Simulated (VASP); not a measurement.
**LiNbO3: single point with PBE**

The system is LiNbO3.

```
Li Nb O
1.0
     2.57565    1.48705    4.62180
    -2.57565    1.48705    4.62180
     0.00000   -2.97410    4.62180
Li Nb O
2 2 6
Direct
  0.30210 0.30210 0.30210
  0.80210 0.80210 0.80210
  0.01920 0.01920 0.01920
  0.51920 0.51920 0.51920
  0.13110 0.37830 0.74050
  0.74050 0.13110 0.37830
  0.37830 0.74050 0.13110
  0.24050 0.87830 0.63110
  0.87830 0.63110 0.24050
  0.63110 0.24050 0.87830
```

```json
{
  "Program": "VASP 6.6.1",
  "Task": "single point",
  "Functional": "PBE",
  "Potentials or basis": "VASP PAW PBE potentials, release 64 (Li_sv, Nb_sv, O)",
  "Cutoff": "520 eV",
  "k mesh": "4 × 4 × 4",
  "Occupations": "gaussian, width 0.01 eV",
  "Spin": "no spin polarisation"
}
```

The largest force is 0.200 eV/Å. The band gap on the k mesh is 3.56 eV, direct.

Forces on the atoms (eV/Å):
```
Li   0.000  0.000 -0.029
Li   0.000  0.000 -0.029
Nb   0.000  0.000 -0.024
Nb   0.000  0.000 -0.024
O   -0.160  0.118  0.018
O   -0.022 -0.198  0.018
O    0.182  0.080  0.018
O   -0.182  0.080  0.018
O    0.160  0.118  0.018
O    0.022 -0.198  0.018
```

Levels at points of the mesh, in eV from the valence-band top:
| k point | band 32 | band 33 | band 34 | band 35 | band 36 | band 37 |
| --- | --- | --- | --- | --- | --- | --- |
| (0.00, 0.00, 0.00) | -0.48 | 0.00 | 0.00 | 3.56 | 3.56 | 4.01 |
| (0.50, 0.00, 0.00) | -0.29 | -0.21 | -0.21 | 3.92 | 3.92 | 4.73 |
| (0.50, 0.50, 0.00) | -0.65 | -0.47 | -0.18 | 3.64 | 4.15 | 4.63 |
| (0.50, 0.50, 0.50) | -0.31 | -0.31 | -0.31 | 4.64 | 4.64 | 4.86 |

Wall time 86 s on 1 thread of Intel(R) Xeon(R) Platinum 8259CL CPU @ 2.50GHz (Skylake/Cascade Lake), on a shared host, peak memory 0.27 GiB.

 A k mesh can miss the band edges.
